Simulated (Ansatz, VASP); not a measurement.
**MgO: VASP beside Ansatz**

```xyz
4
Lattice="3.3258 0.0000 0.0000 -1.6629 2.8802 0.0000 0.0000 0.0000 4.9521" Properties=species:S:1:pos:R:3 pbc="T T T"
Mg    0.0000    1.9202    0.1934
Mg    1.6629    0.9601    2.6695
O     0.0000    1.9202    1.9855
O     1.6629    0.9601    4.4616
```

Alike in both runs: task single point; functional PBEsol; k mesh 9 × 9 × 6; occupations gaussian, width 0.05 eV; no spin polarisation.

|  | VASP | Ansatz |
| --- | --- | --- |
| version | VASP 6.6.1 | Ansatz 0.2.0 |
| potentials or method | VASP PAW PBE potentials, release 64 (Mg, O), cutoff 520 eV | scalar-relativistic, plane waves, PAW |
| valence electrons in the cell | 16 | 32 |

Ansatz gave:

* gap on the k mesh at the Fermi level (eV): 3.54
* least direct gap on the mesh (eV): 3.54
* pressure (GPa): 4.8
* traceless stress, the component that is largest in VASP (GPa): 21.17
* rms of the force components (eV/Å): 1.447

Task: What did VASP give for the same quantities?

Result: gap on the k mesh at the Fermi level (eV): 3.54; least direct gap on the mesh (eV): 3.54; pressure (GPa): 4.6; traceless stress, the component that is largest in VASP (GPa): 21.73; rms of the force components (eV/Å): 1.483.

VASP's potentials were made for PBE, not for PBEsol, and Ansatz warns of the same on its side. Atom by atom the forces differ by 0.036 eV/Å (rms over components). VASP's potentials hold 16 valence electrons a cell and Ansatz's 32, so a difference there can come from the potentials and not from the codes.
